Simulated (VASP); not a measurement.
# As (Cmce) in VASP: settings compared

As is run at these levels: LDA, PBEsol; tasks: single point.

Program: VASP 6.6.1. These are calculated values, not measurements. Logs are shortened: lines on timing, memory, paths and dates and some standing lists are left out, and cuts for length are marked.

### 1 The cell of the first run

The structure is orthorhombic, space group Cmce (No. 64). Conventional cell: a = 3.601 Å, b = 10.851 Å, c = 4.410 Å, α = 90.00°, β = 90.00°, γ = 90.00°. As (site symmetry m) has 5 As at 2.45 to 3.27 Å within 3.3 Å.

### 2 Single point, LDA

INCAR

```
ALGO = Normal
EDIFF = 1E-7
ENCUT = 520
ISIF = 2
ISMEAR = -1
LASPH = T
LCHARG = F
LREAL = F
LWAVE = F
NBANDS = 18
NELM = 80
PREC = Accurate
SIGMA = 0.05
```

KPOINTS

```
k-points
0
Gamma
  8 8 6
```

POSCAR

```
As
1.0
    1.8003348143     -5.4256665635      0.0000000000
    1.8003348143      5.4256665635      0.0000000000
    0.0000000000      0.0000000000      4.4095871889
As
4
Direct
    0.3900000000      0.6100000000      0.5600000000
    0.8900000000      0.1100000000      0.9400000000
    0.6100000000      0.3900000000      0.4400000000
    0.1100000000      0.8900000000      0.0600000000
```

Potentials or basis: VASP PAW LDA potentials, release 64 (As).

Launch:

```bash
cat potpaw_LDA.64/As/POTCAR > POTCAR
mpirun -np 1 vasp_std > vasp.out
```

OUTCAR:

```text
EDIFF = 1E-7
   ENCUT = 520
   ISIF = 2
   ISMEAR = -1
   LASPH = T
   LREAL = F
   NELM = 80
   PREC = Accurate

 ion  position               nearest neighbor table
   1  0.390  0.610  0.560-   3 2.45   2 2.46   2 2.46
   2  0.890  0.110  0.940-   4 2.45   1 2.46   1 2.46
   3  0.610  0.390  0.440-   1 2.45   4 2.46   4 2.46
   4  0.110  0.890  0.060-   2 2.45   3 2.46   3 2.46

  LATTYP: Found a base centered orthorhombic cell.
 ALAT       =     3.6006696286
 B/A-ratio  =     3.0136986301
 C/A-ratio  =     1.2246575342

  Lattice vectors:

 A1 = (   1.8003348143,  -5.4256665635,   0.0000000000)
 A2 = (   1.8003348143,   5.4256665635,   0.0000000000)
 A3 = (   0.0000000000,   0.0000000000,   4.4095871889)

Analysis of symmetry for initial positions (statically):
=====================================================================
 Subroutine PRICEL returns:
 Original cell was already a primitive cell.

 Routine SETGRP: Setting up the symmetry group for a
 base centered orthorhombic supercell.

 Subroutine GETGRP returns: Found  8 space group operations
 (whereof  4 operations were pure point group operations)
 out of a pool of  8 trial point group operations.

The static configuration has the point symmetry C_2h.
 The point group associated with its full space group is D_2h.

Analysis of symmetry for dynamics (positions and initial velocities):
=====================================================================
 Subroutine PRICEL returns:
 Original cell was already a primitive cell.

 Routine SETGRP: Setting up the symmetry group for a
 base centered orthorhombic supercell.

 Subroutine GETGRP returns: Found  8 space group operations
 (whereof  4 operations were pure point group operations)
 out of a pool of  8 trial point group operations.

The dynamic configuration has the point symmetry C_2h.
 The point group associated with its full space group is D_2h.

 Subroutine INISYM returns: Found  8 space group operations
 (whereof  4 operations are pure point group operations),
 and found     1 'primitive' translations

----------------------------------------------------------------------------------------

                                     Primitive cell

  volume of cell :      86.1458

  direct lattice vectors                    reciprocal lattice vectors
     1.800334814 -5.425666564  0.000000000     0.277726119 -0.092154576  0.000000000
     1.800334814  5.425666564  0.000000000     0.277726119  0.092154576  0.000000000
     0.000000000  0.000000000  4.409587189     0.000000000  0.000000000  0.226778598

  length of vectors
     5.716560426  5.716560426  4.409587189     0.292616238  0.292616238  0.226778598

  position of ions in fractional coordinates (direct lattice)
     0.390000000  0.610000000  0.560000000
     0.890000000  0.110000000  0.940000000
     0.610000000  0.390000000  0.440000000
     0.110000000  0.890000000  0.060000000

  ion indices of the primitive-cell ions
   primitive index   ion index
                 1           1
                 2           2
                 3           3
                 4           4

----------------------------------------------------------------------------------------

 KPOINTS: k-points

Automatic generation of k-mesh.
 Grid dimensions read from file:
 generate k-points for:    8    8    6

 Generating k-lattice:

  Cartesian coordinates                     Fractional coordinates (reciprocal lattice)
     0.034715765 -0.011519322  0.000000000     0.125000000  0.000000000  0.000000000
     0.034715765  0.011519322  0.000000000     0.000000000  0.125000000  0.000000000
     0.000000000  0.000000000  0.037796433     0.000000000  0.000000000  0.166666667

  Length of vectors
     0.036577030  0.036577030  0.037796433

  Shift w.r.t. Gamma in fractional coordinates (k-lattice)
     0.000000000  0.000000000  0.000000000

 Subroutine IBZKPT returns following result:
 ===========================================

 Found     84 irreducible k-points:

 Following reciprocal coordinates:
            Coordinates               Weight
  0.000000  0.000000  0.000000      1.000000
  0.125000  0.000000  0.000000      4.000000
  0.250000  0.000000  0.000000      4.000000
  0.375000  0.000000  0.000000      4.000000
  0.500000  0.000000  0.000000      2.000000
  0.125000  0.125000  0.000000      2.000000
[... 16 lines left out ...]
  0.125000  0.000000  0.166667      8.000000
  0.250000  0.000000  0.166667      8.000000
 [... further k-points ...]
   k-points           NKPTS =     84   k-points in BZ     NKDIM =     84   number of bands    NBANDS=     18
   number of dos      NEDOS =    301   number of ions     NIONS =      4
   total plane-waves  NPLWV =  82944
   dimension x,y,z NGX =    48 NGY =   48 NGZ =   36
   dimension x,y,z NGXF=    96 NGYF=   96 NGZF=   72
   ions per type =               4
   NGX,Y,Z   is equivalent  to a cutoff of  13.96, 13.96, 13.57 a.u.
   NGXF,Y,Z  is equivalent  to a cutoff of  27.92, 27.92, 27.14 a.u.
 SYSTEM =  unknown system
   PREC   = accura    normal or accurate (medium, high low for compatibility)
   ISTART =      0    job   : 0-new  1-cont  2-samecut
   ICHARG =      2    charge: 1-file 2-atom 10-const
   ISPIN  =      1    spin polarized calculation?
   LNONCOLLINEAR =      F non collinear calculations
   LSORBIT =      F    spin-orbit coupling
   LASPH  =      T    aspherical Exc in radial PAW
   ENCUT  =  520.0 eV  38.22 Ry    6.18 a.u.  10.63 10.63  8.20*2*pi/ulx,y,z
   NELM   =     80;   NELMIN=  2; NELMDL= -5     # of ELM steps
   EDIFF  = 0.1E-06   stopping-criterion for ELM
   LREAL  =      F    real-space projection
   EDIFFG = 0.1E-05   stopping-criterion for IOM
   NSW    =      0    number of steps for IOM
   IBRION =     -1    ionic relax: 0-MD 1-quasi-New 2-CG
   NFREE  =      0    steps in history (QN), initial steepest desc. (CG)
   ISIF   =      2    stress and relaxation
   ISYM   =      2    0-nonsym 1-usesym 2-fastsym
   POTIM  = 0.5000    time-step for ionic-motion
   TEBEG  =    0.0;   TEEND  =   0.0 temperature during run
   PSTRESS=    0.0 pullay stress
   NELECT =      20.0000    total number of electrons
   NUPDOWN=      -1.0000    fix difference up-down
   EMIN   =  10.00;   EMAX   =-10.00  energy-range for DOS
   EFERMI =   0.00;   METHOD = LEGACY
   ISMEAR =    -1;   SIGMA  =   0.05  broadening in eV -4-tet -1-fermi 0-gaus
   EFERMI_NEDOS =   21; number of points for ismear=-14 and -15
   IALGO  =     38    algorithm
   IMIX   =      4    mixing-type and parameters
     AMIX     =   0.40;   BMIX     =  1.00
     AMIX_MAG =   1.60;   BMIX_MAG =  1.00
  volume/ion in A,a.u.               =      21.54       145.34
  Fermi-wavevector in a.u.,A,eV,Ry     =   1.006175  1.901394 13.774369  1.012388
  Thomas-Fermi vector in A             =   2.138901
   LORBIT       =      0    0 simple, 1 ext, 2 COOP (PROOUT), +10 PAW based schemes
   GGA     = CA    functional components
   LHFCALC =     F    Hartree Fock is set to
   AEXX    =    0.0000 exact exchange contribution
   IVDW    =     0    specifies the selected vdW correction
   LEPSILON=     F    determine dielectric tensor
   LRPA    =     F    only Hartree local field effects (RPA)
 non-spin polarized calculation
  energy-cutoff  :      520.00
  volume of cell :       86.15
 maximum number of plane-waves:      2367
 NGX is ok and might be reduce to    48
   NGX = 21   NGY = 21   NGZ = 17

 number of electron      20.0000001 magnetization

 Free energy of the ion-electron system (eV)
  ---------------------------------------------------
  ext. energy  EPLUGINS =         0.00000000
  ---------------------------------------------------
  free energy    TOTEN  =       -21.32452726 eV

  energy without entropy =      -21.32058460  energy(sigma->0) =      -21.32255593

 E-fermi :   5.1964     XC(G=0): -10.1326

 val. band max:        5.1875998089   @ k =   0.5000   0.1250   0.0000
 cond. band min:       5.2165297812   @ k =  -0.3750   0.3750   0.0000
 fundamental gap:      0.0289299723
 Fermi energy:         5.1963800888

 k-point     1 :       0.0000    0.0000    0.0000
  band No.  band energies     occupation
      1      -9.9392      2.00000
      2      -7.0157      2.00000
      3      -4.2651      2.00000
      4      -1.1270      2.00000
      5      -0.6696      2.00000
      6       0.6905      2.00000
[... 10 lines left out ...]
     17      12.3311      0.00000
     18      12.5292      0.00000

 k-point     2 :       0.1250    0.0000    0.0000
  band No.  band energies     occupation
      1      -9.7677      2.00000
      2      -6.8823      2.00000
      3      -4.4511      2.00000
      4      -1.1640      2.00000
      5      -0.9279      2.00000
      6       0.8680      2.00000
[... 10 lines left out ...]
     17      11.2051      0.00000
     18      12.2631      0.00000

 k-point     3 :       0.2500    0.0000    0.0000
  band No.  band energies     occupation
      1      -9.2600      2.00000
      2      -6.4801      2.00000
      3      -5.0933      2.00000
      4      -2.3504      2.00000
      5      -0.3492      2.00000
      6       0.9514      2.00000
[... 10 lines left out ...]
     17      11.3766      0.00000
     18      12.1664      0.00000

 k-point     4 :       0.3750    0.0000    0.0000
  band No.  band energies     occupation
      1      -8.4399      2.00000
      2      -6.1631      2.00000
      3      -5.8053      2.00000
      4      -3.6792      2.00000
      5       0.5268      2.00000
      6       1.0268      2.00000
[... 375 lines left out ...]
      4      -1.5794      2.00000
      5      -0.7469      2.00000
      6       1.3363      2.00000
[... 10 lines left out ...]
     17      11.8955      0.00000
     18      12.7887      0.00000

 k-point    23 :       0.1250    0.0000    0.1667
  band No.  band energies     occupation
      1      -9.6009      2.00000
      2      -7.0155      2.00000
      3      -4.6011      2.00000
      4      -1.7734      2.00000
      5      -0.6168      2.00000
      6       0.7762      2.00000
[... 10 lines left out ...]
     17      11.9562      0.00000
     18      12.6320      0.00000

 k-point    24 :       0.2500    0.0000    0.1667
  band No.  band energies     occupation
      1      -9.0999      2.00000
      2      -6.6376      2.00000
      3      -5.0229      2.00000
      4      -2.5604      2.00000
      5      -0.2681      2.00000
      6       0.2406      2.00000
[... 10 lines left out ...]
     17      11.4296      0.00000
     18      12.7065      0.00000

 [... further k-points ...]

------------------------ aborting loop because EDIFF is reached ----------------------------------------

  FORCE on cell =-STRESS in cart. coord.  units (eV):
  Direction    XX          YY          ZZ          XY          YZ          ZX
  --------------------------------------------------------------------------------------
  -------------------------------------------------------------------------------------
  Total        1.3955757      0.9374425      0.2159459      0.0000000      0.0000000      0.0000000
  in kB       25.9555156     17.4349576      4.0162539      0.0000000      0.0000000      0.0000000
  external PRESSURE =      15.8022424 kB  Pullay stress =       0.0000000 kB

 VOLUME and BASIS-vectors are now :
 -----------------------------------------------------------------------------
  energy-cutoff  :      520.00
  volume of cell :       86.15
      direct lattice vectors                 reciprocal lattice vectors
     1.800334814 -5.425666564  0.000000000     0.277726119 -0.092154576  0.000000000
     1.800334814  5.425666564  0.000000000     0.277726119  0.092154576  0.000000000
     0.000000000  0.000000000  4.409587189     0.000000000  0.000000000  0.226778598

 POSITION                                       TOTAL-FORCE (eV/Angst)
 -----------------------------------------------------------------------------------
      1.80033      1.19365      2.46937         0.000000      0.297438     -0.084641
      1.80033     -4.23202      4.14501         0.000000      0.297438      0.084641
      1.80033     -1.19365      1.94022         0.000000     -0.297438      0.084641
      1.80033      4.23202      0.26458         0.000000     -0.297438     -0.084641
 -----------------------------------------------------------------------------------
    total drift:                               -0.000000      0.000000     -0.000000

  FREE ENERGIE OF THE ION-ELECTRON SYSTEM (eV)
  ---------------------------------------------------
  free  energy   TOTEN  =       -21.3245272606 eV

  energy  without entropy=      -21.3205845965  energy(sigma->0) =      -21.32255593
```

Run time: 3 min. Hardware: 1 thread of Intel Xeon 8259CL, shared host; peak memory 0.28 GiB.

What came out:

* Free energy: -21.3245 eV
* Pressure: 1.6 GPa
* Largest force: 0.309 eV/Å
* Band gap on the k mesh: zero (bands 10 and 11 overlap by 0.06 eV)

Forces in eV/Å, atoms in the order of the input:
```
As   0.000  0.297 -0.085
As   0.000  0.297  0.085
As   0.000 -0.297  0.085
As   0.000 -0.297 -0.085
```

### 3 Single point, PBEsol

INCAR

```
SYSTEM = As
PREC = Accurate ; ENCUT = 520
EDIFF = 1E-6 ; ISMEAR = -1
SIGMA = 0.05 ; LREAL = .False.
LASPH = .True. ; NELM = 80
ALGO = Normal ; ISIF = 2
LWAVE = .False. ; LCHARG = .False.
GGA = PS ; NBANDS = 18
```

KPOINTS

```
Automatic mesh
0
Gamma
  8 8 6
  0 0 0
```

POSCAR is that of step 2.

Potentials or basis: VASP PAW PBE potentials, release 64 (As).

Launch:

```bash
cat potpaw_PBE.64/As/POTCAR > POTCAR
mpirun -np 1 vasp_std > vasp.out
```

OUTCAR:

```text
SYSTEM = As
   PREC = Accurate
   ENCUT = 520
   EDIFF = 1E-6
   ISMEAR = -1
   LREAL = .False.
   LASPH = .True.
   NELM = 80
   ISIF = 2
   GGA = PS

 ion  position               nearest neighbor table
   1  0.390  0.610  0.560-   3 2.45   2 2.46   2 2.46
   2  0.890  0.110  0.940-   4 2.45   1 2.46   1 2.46
   3  0.610  0.390  0.440-   1 2.45   4 2.46   4 2.46
   4  0.110  0.890  0.060-   2 2.45   3 2.46   3 2.46

  LATTYP: Found a base centered orthorhombic cell.
 ALAT       =     3.6006696286
 B/A-ratio  =     3.0136986301
[... 704 lines left out ...]
  Direction    XX          YY          ZZ          XY          YZ          ZX
  --------------------------------------------------------------------------------------
  -------------------------------------------------------------------------------------
  Total        2.3518848      1.8195018      1.1686133      0.0000000      0.0000000      0.0000000
  in kB       43.7413638     33.8398754     21.7343729      0.0000000      0.0000000      0.0000000
  external PRESSURE =      33.1052040 kB  Pullay stress =       0.0000000 kB

 VOLUME and BASIS-vectors are now :
 -----------------------------------------------------------------------------
  energy-cutoff  :      520.00
  volume of cell :       86.15
      direct lattice vectors                 reciprocal lattice vectors
     1.800334814 -5.425666564  0.000000000     0.277726119 -0.092154576  0.000000000
     1.800334814  5.425666564  0.000000000     0.277726119  0.092154576  0.000000000
     0.000000000  0.000000000  4.409587189     0.000000000  0.000000000  0.226778598

 POSITION                                       TOTAL-FORCE (eV/Angst)
 -----------------------------------------------------------------------------------
      1.80033      1.19365      2.46937         0.000000      0.385897     -0.185640
      1.80033     -4.23202      4.14501         0.000000      0.385897      0.185640
      1.80033     -1.19365      1.94022         0.000000     -0.385897      0.185640
      1.80033      4.23202      0.26458         0.000000     -0.385897     -0.185640
 -----------------------------------------------------------------------------------
    total drift:                               -0.000000      0.000000     -0.000000

  FREE ENERGIE OF THE ION-ELECTRON SYSTEM (eV)
  ---------------------------------------------------
  free  energy   TOTEN  =       -20.2008385006 eV

  energy  without entropy=      -20.1968462204  energy(sigma->0) =      -20.19884236
```

OSZICAR:

```text
N       E                     dE             d eps       ncg     rms          rms(c)
DAV:   1     0.637483605154E+02    0.63748E+02   -0.79000E+03  3024   0.929E+02
DAV:   2    -0.158910629604E+02   -0.79639E+02   -0.76746E+02  4136   0.143E+02
DAV:   3    -0.202726554255E+02   -0.43816E+01   -0.43444E+01  3700   0.344E+01
DAV:   4    -0.203041338486E+02   -0.31478E-01   -0.31457E-01  3640   0.327E+00
DAV:   5    -0.203042622275E+02   -0.12838E-03   -0.12837E-03  3516   0.225E-01    0.511E+00
DAV:   6    -0.202367159562E+02    0.67546E-01   -0.20279E-02  3420   0.723E-01    0.304E+00
DAV:   7    -0.202009010778E+02    0.35815E-01   -0.41889E-02  3266   0.106E+00    0.103E-01
DAV:   8    -0.202008175725E+02    0.83505E-04   -0.11693E-03  3296   0.185E-01    0.409E-02
DAV:   9    -0.202008390067E+02   -0.21434E-04   -0.11040E-04  3712   0.528E-02    0.182E-02
DAV:  10    -0.202008385006E+02    0.50614E-06   -0.30406E-06  3384   0.105E-02
   1 F= -.20200839E+02 E0= -.20198842E+02  d E =-.399228E-02
```

stdout:

```text
POSCAR found type information on POSCAR As
 POSCAR found :  1 types and       4 ions
 scaLAPACK will be used
 -----------------------------------------------------------------------------
|                                                                             |
|                                                                             |
|     You enforced a specific xc type in the INCAR file but a different       |
|     I HOPE YOU KNOW WHAT YOU ARE DOING!                                     |
|                                                                             |
 -----------------------------------------------------------------------------

 LDA part: xc-table for (Slater+PW92), standard interpolation
 POSCAR, INCAR and KPOINTS ok, starting setup
 FFT: planning ... GRIDC
 FFT: planning ... GRID_SOFT
 FFT: planning ... GRID
 WAVECAR not read
 entering main loop
```

Wall time 2.9 min (1 thread of Intel Xeon 8259CL, shared host); peak memory 0.31 GiB.

What came out:

- Free energy: -20.2008 eV
- Pressure: 3.3 GPa
- Largest force: 0.428 eV/Å
- Band gap on the k mesh: zero (bands 10 and 11 overlap by 0.06 eV)

Forces on the atoms (eV/Å):
```
As   0.000  0.386 -0.186
As   0.000  0.386  0.186
As   0.000 -0.386  0.186
As   0.000 -0.386 -0.186
```

Caveat: the cell stands under pressure; the PAW data sets were made with another functional, which shifts forces and pressure a little.

### 4 Single point, LDA (21.54 Å³/atom)

INCAR

```
SYSTEM = As
PREC     = Accurate       ! precision mode
ENCUT    = 520            ! plane-wave cutoff, eV
EDIFF    = 1E-7           ! SCF threshold, eV
ISMEAR   = -1             ! smearing method
SIGMA    = 0.05           ! smearing width, eV
LREAL    = .False.        ! projectors in reciprocal space
LASPH    = .True.         ! aspherical terms in the spheres
NELM     = 80             ! most SCF steps
ALGO     = Normal         ! electronic algorithm
ISIF     = 2              ! what is computed and relaxed
LWAVE    = .False.        ! write WAVECAR
LCHARG   = .False.        ! write CHGCAR
GGA      = CA             ! functional
NBANDS   = 18             ! bands
```

KPOINTS is that of step 3.

POSCAR is that of step 3.

Potentials or basis: VASP PAW LDA potentials, release 64 (As).

Launch:

```bash
cat potpaw_LDA.64/As/POTCAR > POTCAR
mpirun -np 1 vasp_std > vasp.out
```

It took 2.7 min on 1 thread of Intel Xeon 8259CL, shared host; peak memory 0.28 GiB.

Results (log left out):

* Free energy: -21.3245 eV
* Pressure: 1.6 GPa
* Largest force: 0.309 eV/Å
* Band gap on the k mesh: zero (bands 10 and 11 overlap by 0.06 eV)

Forces in eV/Å, atoms in the order of the input:
```
As   0.000  0.297 -0.085
As   0.000  0.297  0.085
As   0.000 -0.297  0.085
As   0.000 -0.297 -0.085
```

Stress tensor (GPa, compression positive):
```
2.60 0.00 0.00
0.00 1.74 0.00
0.00 0.00 0.40
```

Levels at points of the mesh, in eV from the Fermi level:
```csv
k point,band 7,band 8,band 9,band 10,band 11,band 12,band 13,band 14
"(0.00, 0.00, 0.00)",-3.13,-2.34,-1.92,-1.08,1.96,1.99,2.52,3.50
"(0.50, 0.00, 0.00)",-2.56,-2.56,-2.44,-2.44,0.80,0.80,1.02,1.02
"(0.50, 0.50, 0.00)",-3.51,-1.72,-1.27,-0.42,0.21,1.88,2.46,3.12
"(0.00, 0.00, 0.50)",-2.03,-2.03,-0.59,-0.59,1.11,1.11,2.10,2.10
"(0.50, 0.00, 0.50)",-4.84,-4.84,-1.86,-1.86,1.96,1.96,4.77,4.77
"(0.50, 0.50, 0.50)",-1.89,-1.89,-1.12,-1.12,1.46,1.46,1.91,1.91
```
